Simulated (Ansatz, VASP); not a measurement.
**One calculation of H3CCl, two programs**

```
CELL_PARAMETERS angstrom
8.38152 0.00000 0.00000
0.00000 8.38152 0.00000
0.00000 0.00000 8.38152
ATOMIC_POSITIONS crystal
C 0.34523 0.95250 0.14016
C 0.64497 0.33646 0.43931
C 0.11924 0.84603 0.59581
C 0.78156 0.89407 0.08056
C 0.02105 0.35416 0.98790
C 0.54196 0.96048 0.76536
C 0.09945 0.37218 0.41232
C 0.38506 0.35095 0.12151
Cl 0.44804 0.81236 0.26165
Cl 0.46411 0.36256 0.54689
Cl 0.11858 0.95672 0.77667
Cl 0.89443 0.84131 0.25215
Cl 0.84126 0.46582 0.97449
Cl 0.60179 0.13038 0.87727
Cl 0.08152 0.39130 0.62275
Cl 0.35756 0.47467 0.95150
H 0.24255 0.99759 0.20558
H 0.42576 0.05010 0.11111
H 0.30614 0.89329 0.03144
H 0.73653 0.41198 0.49193
H 0.68063 0.21184 0.44650
H 0.62549 0.37002 0.31542
H 0.14994 0.92555 0.49789
H 0.20710 0.75089 0.60499
H 0.00109 0.79571 0.57680
H 0.85932 0.95451 0.99596
H 0.73319 0.78609 0.02714
H 0.68495 0.97306 0.11636
H 0.02247 0.29005 0.10078
H 0.02591 0.27017 0.88903
H 0.12184 0.43577 0.98187
H 0.41496 0.94066 0.78357
H 0.56596 0.98229 0.63965
H 0.60934 0.85730 0.80621
H 0.09510 0.49037 0.35878
H 0.21272 0.31505 0.38474
H 0.00122 0.29972 0.36810
H 0.30114 0.25207 0.11564
H 0.50683 0.30593 0.12157
H 0.36359 0.42116 0.22859
```

Alike in both runs: task relaxation of the atoms; functional PBE; dispersion D3(BJ); k mesh 1 × 1 × 1; occupations fermi-dirac, width 0.02 eV; no spin polarisation.

|  | VASP | Ansatz |
| --- | --- | --- |
| version | VASP 6.6.1 | Ansatz 0.2.0 |
| potentials or method | VASP PAW PBE potentials, release 64 (C, Cl, H), cutoff 520 eV | scalar-relativistic, plane waves, PAW |
| valence electrons in the cell | 112 | 112 |

```tsv
	VASP	Ansatz	Ansatz less VASP
gap on the k mesh at the Fermi level, each at its own relaxed structure (eV)	5.29	5.41	+0.121
```

Ansatz's warnings: xc potential rough in thin density.
